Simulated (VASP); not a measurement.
# InSe (C2/m) in VASP: notebook

The runs below take InSe through single point, with PBEsol.

Everything below comes from runs of VASP 6.6.1. Logs are shortened: lines on timing, memory, paths and dates and some standing lists are left out, and cuts for length are marked.

### 1 The cell of the first run

The structure is monoclinic, space group C2/m (No. 12). Conventional cell: a = 11.736 Å, b = 4.110 Å, c = 4.610 Å, α = 90.00°, β = 110.30°, γ = 90.00°. In (site symmetry m) has 5 Se at 2.58 to 3.51 Å and 3 In at 2.74 to 3.74 Å within 3.8 Å. Within 3.6 Å of Se (site symmetry m) lie 5 In at 2.58 to 3.51 Å and 3 Se at 3.51 to 3.52 Å.

### 2 Single point, PBEsol

Input file INCAR:

```
ALGO = Normal
EDIFF = 1E-6
ENCUT = 520
GGA = PS
ISIF = 2
ISMEAR = 0
LASPH = True
LCHARG = False
LREAL = False
LWAVE = False
NBANDS = 27
NELM = 80
PREC = Accurate
SIGMA = 0.01
```

Input file KPOINTS:

```
k-points
0
Gamma
  3 3 2
```

Input file POSCAR:

```
InSe
1.0
    6.2173400000      0.0000000000      0.0000000000
    4.8588728816      3.8790038664      0.0000000000
   -1.5095221680     -0.5286502154      4.3236525964
In Se
2 2
Direct
    0.8840000000      0.8840000000      0.0050000000
    0.1160000000      0.1160000000      0.9950000000
    0.6600000000      0.6600000000      0.6420000000
    0.3400000000      0.3400000000      0.3580000000
```

Potentials or basis: VASP PAW PBE potentials, release 64 (In_d, Se).

Started as:

```sh
$ cat potpaw_PBE.64/In_d/POTCAR potpaw_PBE.64/Se/POTCAR > POTCAR
$ mpirun -np 1 vasp_std > vasp.out
```

OUTCAR:

```text
EDIFF = 1E-6
   ENCUT = 520
   GGA = PS
   ISIF = 2
   ISMEAR = 0
   LASPH = True
   LREAL = False
   NELM = 80
   PREC = Accurate

 ion  position               nearest neighbor table
   1  0.884  0.884  0.005-   3 2.58   2 2.74   4 2.78   4 2.78   2 3.74   2 3.74
   2  0.116  0.116  0.995-   4 2.58   1 2.74   3 2.78   3 2.78   1 3.74   1 3.74
   3  0.660  0.660  0.642-   1 2.58   2 2.78   2 2.78
   4  0.340  0.340  0.358-   2 2.58   1 2.78   1 2.78

  LATTYP: Found a base centered monoclinic cell.
 ALAT       =    11.7358068659
 B/A-ratio  =     0.3502103027
 C/A-ratio  =     0.3928149170
 COS(beta)  =    -0.3469446776

  Lattice vectors:

 A1 = (   6.2173400000,   0.0000000000,   0.0000000000)
 A2 = (   4.8588728816,   3.8790038664,   0.0000000000)
 A3 = (  -1.5095221680,  -0.5286502154,   4.3236525964)

Analysis of symmetry for initial positions (statically):
=====================================================================
 Subroutine PRICEL returns:
 Original cell was already a primitive cell.

 Routine SETGRP: Setting up the symmetry group for a
 base centered monoclinic supercell.

 Subroutine GETGRP returns: Found  4 space group operations
 (whereof  4 operations were pure point group operations)
 out of a pool of  4 trial point group operations.

The static configuration has the point symmetry C_2h.

Analysis of symmetry for dynamics (positions and initial velocities):
=====================================================================
 Subroutine PRICEL returns:
 Original cell was already a primitive cell.

 Routine SETGRP: Setting up the symmetry group for a
 base centered monoclinic supercell.

 Subroutine GETGRP returns: Found  4 space group operations
 (whereof  4 operations were pure point group operations)
 out of a pool of  4 trial point group operations.

The dynamic configuration has the point symmetry C_2h.

 Subroutine INISYM returns: Found  4 space group operations
 (whereof  4 operations are pure point group operations),
 and found     1 'primitive' translations

----------------------------------------------------------------------------------------

                                     Primitive cell

  volume of cell :     104.2739

  direct lattice vectors                    reciprocal lattice vectors
     6.217340000  0.000000000  0.000000000     0.160840488 -0.201470149  0.031520813
     4.858872882  3.879003866  0.000000000     0.000000000  0.257798145  0.031520813
    -1.509522168 -0.528650215  4.323652596     0.000000000  0.000000000  0.231285927

  length of vectors
     6.217340000  6.217340000  4.610000000     0.259718011  0.259718011  0.231285927

  position of ions in fractional coordinates (direct lattice)
     0.884000000  0.884000000  0.005000000
     0.116000000  0.116000000  0.995000000
     0.660000000  0.660000000  0.642000000
     0.340000000  0.340000000  0.358000000

  ion indices of the primitive-cell ions
   primitive index   ion index
                 1           1
                 2           2
                 3           3
                 4           4

----------------------------------------------------------------------------------------

 KPOINTS: k-points

Automatic generation of k-mesh.
 Grid dimensions read from file:
 generate k-points for:    3    3    2

 Generating k-lattice:

  Cartesian coordinates                     Fractional coordinates (reciprocal lattice)
     0.053613496 -0.067156716  0.010506938     0.333333333 -0.000000000  0.000000000
     0.000000000  0.085932715  0.010506938     0.000000000  0.333333333  0.000000000
     0.000000000  0.000000000  0.115642964     0.000000000  0.000000000  0.500000000

  Length of vectors
     0.086572670  0.086572670  0.115642964

  Shift w.r.t. Gamma in fractional coordinates (k-lattice)
     0.000000000  0.000000000  0.000000000

 Subroutine IBZKPT returns following result:
 ===========================================

 Found      8 irreducible k-points:

 Following reciprocal coordinates:
            Coordinates               Weight
  0.000000  0.000000  0.000000      1.000000
  0.333333  0.000000 -0.000000      4.000000
  0.333333  0.333333 -0.000000      2.000000
 -0.333333  0.333333  0.000000      2.000000
  0.000000  0.000000  0.500000      1.000000
  0.333333  0.000000  0.500000      4.000000
  0.333333  0.333333  0.500000      2.000000
 -0.333333  0.333333  0.500000      2.000000
   k-points           NKPTS =      8   k-points in BZ     NKDIM =      8   number of bands    NBANDS=     27
   number of dos      NEDOS =    301   number of ions     NIONS =      4
   total plane-waves  NPLWV =  82944
   dimension x,y,z NGX =    48 NGY =   48 NGZ =   36
   dimension x,y,z NGXF=    96 NGYF=   96 NGZF=   72
   ions per type =               2   2
   NGX,Y,Z   is equivalent  to a cutoff of  12.83, 12.83, 12.98 a.u.
   NGXF,Y,Z  is equivalent  to a cutoff of  25.67, 25.67, 25.96 a.u.
 SYSTEM =  unknown system
   PREC   = accura    normal or accurate (medium, high low for compatibility)
   ISTART =      0    job   : 0-new  1-cont  2-samecut
   ICHARG =      2    charge: 1-file 2-atom 10-const
   ISPIN  =      1    spin polarized calculation?
   LNONCOLLINEAR =      F non collinear calculations
   LSORBIT =      F    spin-orbit coupling
   LASPH  =      T    aspherical Exc in radial PAW
   ENCUT  =  520.0 eV  38.22 Ry    6.18 a.u.  11.56 11.56  8.57*2*pi/ulx,y,z
   NELM   =     80;   NELMIN=  2; NELMDL= -5     # of ELM steps
   EDIFF  = 0.1E-05   stopping-criterion for ELM
   LREAL  =      F    real-space projection
   EDIFFG = 0.1E-04   stopping-criterion for IOM
   NSW    =      0    number of steps for IOM
   IBRION =     -1    ionic relax: 0-MD 1-quasi-New 2-CG
   NFREE  =      0    steps in history (QN), initial steepest desc. (CG)
   ISIF   =      2    stress and relaxation
   ISYM   =      2    0-nonsym 1-usesym 2-fastsym
   POTIM  = 0.5000    time-step for ionic-motion
   TEBEG  =    0.0;   TEEND  =   0.0 temperature during run
   PSTRESS=    0.0 pullay stress
   NELECT =      38.0000    total number of electrons
   NUPDOWN=      -1.0000    fix difference up-down
   EMIN   =  10.00;   EMAX   =-10.00  energy-range for DOS
   EFERMI =   0.00;   METHOD = LEGACY
   ISMEAR =     0;   SIGMA  =   0.01  broadening in eV -4-tet -1-fermi 0-gaus
   EFERMI_NEDOS =   21; number of points for ismear=-14 and -15
   IALGO  =     38    algorithm
   IMIX   =      4    mixing-type and parameters
     AMIX     =   0.40;   BMIX     =  1.00
     AMIX_MAG =   1.60;   BMIX_MAG =  1.00
  volume/ion in A,a.u.               =      26.07       175.92
  Fermi-wavevector in a.u.,A,eV,Ry     =   1.169349  2.209749 18.604295  1.367377
  Thomas-Fermi vector in A             =   2.305823
   LORBIT       =      0    0 simple, 1 ext, 2 COOP (PROOUT), +10 PAW based schemes
   GGA     = PS    functional components
   LHFCALC =     F    Hartree Fock is set to
   AEXX    =    0.0000 exact exchange contribution
   IVDW    =     0    specifies the selected vdW correction
   LEPSILON=     F    determine dielectric tensor
   LRPA    =     F    only Hartree local field effects (RPA)
 non-spin polarized calculation
 Gauss-broadening in eV      SIGMA  =   0.01
  energy-cutoff  :      520.00
  volume of cell :      104.27
 maximum number of plane-waves:      2829
 NGX is ok and might be reduce to    48
   NGX = 23   NGY = 23   NGZ = 17

 number of electron      38.0000002 magnetization

 Free energy of the ion-electron system (eV)
  ---------------------------------------------------
  ext. energy  EPLUGINS =         0.00000000
  ---------------------------------------------------
  free energy    TOTEN  =       -15.42753320 eV

  energy without entropy =      -15.42753320  energy(sigma->0) =      -15.42753320

 E-fermi :   4.4857     XC(G=0):  -9.7657

 val. band max:        4.3991716212   @ k =   0.0000   0.0000   0.5000
 cond. band min:       5.7801903042   @ k =   0.3333   0.3333  -0.0000
 fundamental gap:      1.3810186830
 Fermi energy:         4.4857260606

 k-point     1 :       0.0000    0.0000    0.0000
  band No.  band energies     occupation
      1      -9.8554      2.00000
      2      -9.8121      2.00000
      3      -9.5055      2.00000
      4      -9.4890      2.00000
      5      -9.4464      2.00000
      6      -9.4423      2.00000
[... 19 lines left out ...]
     26      11.7831      0.00000
     27      13.3760      0.00000

 k-point     2 :       0.3333    0.0000   -0.0000
  band No.  band energies     occupation
      1      -9.8546      2.00000
      2      -9.7879      2.00000
      3      -9.6004      2.00000
      4      -9.5292      2.00000
      5      -9.4552      2.00000
      6      -9.4492      2.00000
[... 19 lines left out ...]
     26      12.5435      0.00000
     27      12.6356      0.00000

 k-point     3 :       0.3333    0.3333   -0.0000
  band No.  band energies     occupation
      1      -9.9122      2.00000
      2      -9.6752      2.00000
      3      -9.5768      2.00000
      4      -9.5082      2.00000
      5      -9.4556      2.00000
      6      -9.4368      2.00000
[... 19 lines left out ...]
     26      11.5810      0.00000
     27      12.4036      0.00000

 k-point     4 :      -0.3333    0.3333    0.0000
  band No.  band energies     occupation
      1      -9.9003      2.00000
      2      -9.6844      2.00000
      3      -9.6172      2.00000
      4      -9.5211      2.00000
      5      -9.5025      2.00000
      6      -9.4323      2.00000
[... 19 lines left out ...]
     26      11.1394      0.00000
     27      11.1527      0.00000

 k-point     5 :       0.0000    0.0000    0.5000
  band No.  band energies     occupation
      1      -9.8684      2.00000
      2      -9.8178      2.00000
      3      -9.5096      2.00000
      4      -9.4680      2.00000
      5      -9.4547      2.00000
      6      -9.4422      2.00000
[... 19 lines left out ...]
     26      11.8427      0.00000
     27      13.1162      0.00000

 k-point     6 :       0.3333    0.0000    0.5000
  band No.  band energies     occupation
      1      -9.8856      2.00000
      2      -9.8131      2.00000
      3      -9.6373      2.00000
      4      -9.5573      2.00000
      5      -9.4564      2.00000
      6      -9.4349      2.00000
[... 19 lines left out ...]
     26      11.8800      0.00000
     27      13.1384      0.00000

 k-point     7 :       0.3333    0.3333    0.5000
  band No.  band energies     occupation
      1      -9.9028      2.00000
      2      -9.6978      2.00000
      3      -9.5803      2.00000
      4      -9.5192      2.00000
      5      -9.4736      2.00000
      6      -9.4355      2.00000
[... 19 lines left out ...]
     26      11.8941      0.00000
     27      12.7510      0.00000

 k-point     8 :      -0.3333    0.3333    0.5000
  band No.  band energies     occupation
      1      -9.9088      2.00000
      2      -9.7483      2.00000
      3      -9.6536      2.00000
      4      -9.5353      2.00000
      5      -9.5311      2.00000
      6      -9.4185      2.00000
[... 19 lines left out ...]
     26      11.6666      0.00000
     27      12.4150      0.00000

------------------------ aborting loop because EDIFF is reached ----------------------------------------

  FORCE on cell =-STRESS in cart. coord.  units (eV):
  Direction    XX          YY          ZZ          XY          YZ          ZX
  --------------------------------------------------------------------------------------
  -------------------------------------------------------------------------------------
  Total        0.7796247     -0.6335549     -0.3058312      0.5640947      0.4457563      1.2728239
  in kB       11.9790000     -9.7346247     -4.6991228      8.6673634      6.8490835     19.5570468
  external PRESSURE =      -0.8182492 kB  Pullay stress =       0.0000000 kB

 VOLUME and BASIS-vectors are now :
 -----------------------------------------------------------------------------
  energy-cutoff  :      520.00
  volume of cell :      104.27
      direct lattice vectors                 reciprocal lattice vectors
     6.217340000  0.000000000  0.000000000     0.160840488 -0.201470149  0.031520813
     4.858872882  3.879003866  0.000000000     0.000000000  0.257798145  0.031520813
    -1.509522168 -0.528650215  4.323652596     0.000000000  0.000000000  0.231285927

 POSITION                                       TOTAL-FORCE (eV/Angst)
 -----------------------------------------------------------------------------------
      9.78382      3.42640      0.02162        -0.213550     -0.074787      0.503326
     -0.21713     -0.07604      4.30203         0.213550      0.074787     -0.503326
      6.34119      2.22075      2.77578        -0.384236     -0.134563      0.038772
      3.22550      1.12960      1.54787         0.384236      0.134563     -0.038772
 -----------------------------------------------------------------------------------
    total drift:                                0.000000     -0.000000      0.000000

  FREE ENERGIE OF THE ION-ELECTRON SYSTEM (eV)
  ---------------------------------------------------
  free  energy   TOTEN  =       -15.4275332027 eV

  energy  without entropy=      -15.4275332027  energy(sigma->0) =      -15.42753320
```

Wall time 50 s (1 thread of AMD EPYC 7R13, shared host); peak memory 0.23 GiB.

What came out:

* Free energy: -15.4275 eV
* Pressure: -0.1 GPa
* Largest force: 0.552 eV/Å
* Band gap on the k mesh: 1.38 eV (least direct gap 1.41 eV)

Forces in eV/Å, atoms in the order of the input:
```
In  -0.214 -0.075  0.503
In   0.214  0.075 -0.503
Se  -0.384 -0.135  0.039
Se   0.384  0.135 -0.039
```

Stress tensor (GPa, compression positive):
```
 1.20  0.87  1.96
 0.87 -0.97  0.68
 1.96  0.68 -0.47
```

Caveat: the k points lie up to 0.69 Å⁻¹ apart; the PAW data sets were made with another functional, which shifts forces and pressure a little; spin-orbit coupling is left out, which moves the levels of the heavy elements; an odd mesh through Γ misses points on the zone boundary, where band edges can lie. Expect the measured gap to be larger: semilocal functionals such as PBEsol lack the derivative discontinuity.

### 3 Single point, PBEsol

Input file INCAR:

```
PREC = Accurate
ENCUT = 520
EDIFF = 1E-7
ISMEAR = 0
SIGMA = 0.01
LREAL = F
LASPH = T
NELM = 60
ALGO = Normal
ISIF = 2
LWAVE = F
LCHARG = T
GGA = PS
LELF = T
LVHAR = T
NBANDS = 27
```

Input file KPOINTS:

```
regular mesh
0
Gamma
  3 3 3
```

POSCAR is that of step 2.

Potentials or basis: VASP PAW PBE potentials, release 64 (In_d, Se).

Started as:

```sh
$ cat potpaw_PBE.64/In_d/POTCAR potpaw_PBE.64/Se/POTCAR > POTCAR
$ mpirun -np 1 vasp_std > vasp.out
```

OUTCAR:

```text
PREC = Accurate
   ENCUT = 520
   EDIFF = 1E-7
   ISMEAR = 0
   LREAL = F
   LASPH = T
   NELM = 60
   ISIF = 2
   GGA = PS

 ion  position               nearest neighbor table
   1  0.884  0.884  0.005-   3 2.58   2 2.74   4 2.78   4 2.78   2 3.74   2 3.74
   2  0.116  0.116  0.995-   4 2.58   1 2.74   3 2.78   3 2.78   1 3.74   1 3.74
   3  0.660  0.660  0.642-   1 2.58   2 2.78   2 2.78
   4  0.340  0.340  0.358-   2 2.58   1 2.78   1 2.78

  LATTYP: Found a base centered monoclinic cell.
[... 483 lines left out ...]

  FORCE on cell =-STRESS in cart. coord.  units (eV):
  Direction    XX          YY          ZZ          XY          YZ          ZX
  --------------------------------------------------------------------------------------
  -------------------------------------------------------------------------------------
  Total        1.0770973     -0.3537147     -0.5131035      0.5711330      0.5496120      1.5693764
  in kB       16.5496907     -5.4348557     -7.8838780      8.7755065      8.4448353     24.1136008
  external PRESSURE =       1.0769857 kB  Pullay stress =       0.0000000 kB

 VOLUME and BASIS-vectors are now :
 -----------------------------------------------------------------------------
  energy-cutoff  :      520.00
  volume of cell :      104.27
      direct lattice vectors                 reciprocal lattice vectors
     6.217340000  0.000000000  0.000000000     0.160840488 -0.201470149  0.031520813
     4.858872882  3.879003866  0.000000000     0.000000000  0.257798145  0.031520813
    -1.509522168 -0.528650215  4.323652596     0.000000000  0.000000000  0.231285927

 POSITION                                       TOTAL-FORCE (eV/Angst)
 -----------------------------------------------------------------------------------
      9.78382      3.42640      0.02162        -0.194206     -0.068013      0.514075
     -0.21713     -0.07604      4.30203         0.194206      0.068013     -0.514075
      6.34119      2.22075      2.77578        -0.617321     -0.216192      0.022145
      3.22550      1.12960      1.54787         0.617321      0.216192     -0.022145
 -----------------------------------------------------------------------------------
    total drift:                                0.000000     -0.000000      0.000000

  FREE ENERGIE OF THE ION-ELECTRON SYSTEM (eV)
  ---------------------------------------------------
  free  energy   TOTEN  =       -15.3711819090 eV

  energy  without entropy=      -15.3711819090  energy(sigma->0) =      -15.37118191
```

OSZICAR:

```text
N       E                     dE             d eps       ncg     rms          rms(c)
DAV:   1     0.331564296087E+03    0.33156E+03   -0.17470E+04   540   0.162E+03
DAV:   2     0.232359369529E+02   -0.30833E+03   -0.29899E+03   540   0.391E+02
DAV:   3    -0.142763048738E+02   -0.37512E+02   -0.36587E+02   700   0.144E+02
DAV:   4    -0.158355501458E+02   -0.15592E+01   -0.15538E+01   656   0.291E+01
DAV:   5    -0.158852414330E+02   -0.49691E-01   -0.49676E-01   778   0.541E+00    0.632E+00
DAV:   6    -0.154078086565E+02    0.47743E+00   -0.89993E-01   759   0.164E+01    0.375E+00
DAV:   7    -0.153753635626E+02    0.32445E-01   -0.34299E-01   818   0.478E+00    0.113E+00
DAV:   8    -0.153714231613E+02    0.39404E-02   -0.40599E-02   812   0.220E+00    0.558E-01
DAV:   9    -0.153711824133E+02    0.24075E-03   -0.49287E-03   788   0.705E-01    0.187E-01
DAV:  10    -0.153711715302E+02    0.10883E-04   -0.40261E-04   645   0.157E-01    0.103E-01
DAV:  11    -0.153711869202E+02   -0.15390E-04   -0.14356E-04   758   0.141E-01    0.312E-02
DAV:  12    -0.153711816966E+02    0.52236E-05   -0.26300E-05   766   0.547E-02    0.194E-02
DAV:  13    -0.153711819682E+02   -0.27163E-06   -0.26059E-06   736   0.946E-03    0.102E-02
DAV:  14    -0.153711819090E+02    0.59218E-07   -0.64246E-07   598   0.107E-02
   1 F= -.15371182E+02 E0= -.15371182E+02  d E =-.248776E-35
```

stdout:

```text
POSCAR found type information on POSCAR InSe
 POSCAR found :  2 types and       4 ions
 scaLAPACK will be used
 -----------------------------------------------------------------------------
|                                                                             |
|                                                                             |
|     You enforced a specific xc type in the INCAR file but a different       |
|     I HOPE YOU KNOW WHAT YOU ARE DOING!                                     |
|                                                                             |
 -----------------------------------------------------------------------------

 LDA part: xc-table for (Slater+PW92), standard interpolation
 POSCAR, INCAR and KPOINTS ok, starting setup
 FFT: planning ... GRIDC
 FFT: planning ... GRID_SOFT
 FFT: planning ... GRID
 WAVECAR not read
 entering main loop
```

Run time: 71 s. Hardware: 1 thread of AMD EPYC 7R13, shared host; peak memory 0.24 GiB.

What came out:

```
Free energy            : -15.3712 eV
Pressure               : 0.1 GPa
Largest force          : 0.654 eV/Å
Band gap on the k mesh : 1.05 eV (least direct gap 1.41 eV)
```

Forces in eV/Å, atoms in the order of the input:
```
In  -0.194 -0.068  0.514
In   0.194  0.068 -0.514
Se  -0.617 -0.216  0.022
Se   0.617  0.216 -0.022
```

Stress tensor (GPa, compression positive):
```
 1.65  0.88  2.41
 0.88 -0.54  0.84
 2.41  0.84 -0.79
```

Caveat: the k points lie up to 0.54 Å⁻¹ apart; the PAW data sets were made with another functional, which shifts forces and pressure a little; spin-orbit coupling is left out, which moves the levels of the heavy elements; an odd mesh through Γ misses points on the zone boundary, where band edges can lie.
